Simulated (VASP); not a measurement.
Write the native input for VASP 6.6.1 that does the following.

| Quantity | Value |
| --- | --- |
| Task | single point |
| Functional | PBE |
| Potentials or basis | VASP PAW PBE potentials, release 64 (Sn_d, H) |
| Cutoff | 520 eV |
| k mesh | 6 × 6 × 6 |
| Occupations | gaussian, width 0.1 eV |
| Spin | no spin polarisation |
| Dipole correction | no |
| Further INCAR settings | ALGO = Normal; EDIFF = 1e-06; NBANDS = 18 |

The structure of SnH5 lies in POSCAR:

```
SnH5
1.0
   -2.0885773100      2.0885773100      4.0759484600
    2.0885773100     -2.0885773100      4.0759484600
    2.0885773100      2.0885773100     -4.0759484600
Sn H
1 5
Direct
    0.5000000000      0.5000000000      0.0000000000
    0.1520827900      0.1520827900      0.3041655700
    0.8479172100      0.8479172100      0.6958344300
    0.1520827900      0.8479172100      0.0000000000
    0.8479172100      0.1520827900      0.0000000000
    0.0000000000      0.0000000000      0.0000000000
```

These files were run (other wordings do the same):

INCAR

```
  PREC = Accurate
  ENCUT = 520
  EDIFF = 1E-6
  ISMEAR = 0
  SIGMA = 0.1
  LREAL = F
  LASPH = T
  NELM = 100
  ALGO = Normal
  ISIF = 2
  LWAVE = F
  LCHARG = F
  GGA = PE
  NBANDS = 18
```

KPOINTS

```
regular mesh
0
Gamma
  6 6 6
```

Potentials or basis: VASP PAW PBE potentials, release 64 (Sn_d, H).

Launch:

```console
$ cat potpaw_PBE.64/Sn_d/POTCAR potpaw_PBE.64/H/POTCAR > POTCAR
$ mpirun -np 1 vasp_std > vasp.out
```

Results of the run:

The pressure is 7.8 GPa. The largest force is 3.366 eV/Å.

Caveat: forces of over 1 eV/Å act on the atoms, so gaps and moduli don't describe the material at rest.

Wall time 33 s on 1 thread of Intel(R) Xeon(R) Platinum 8488C (Sapphire Rapids), with other jobs on the host, peak memory 0.24 GiB.
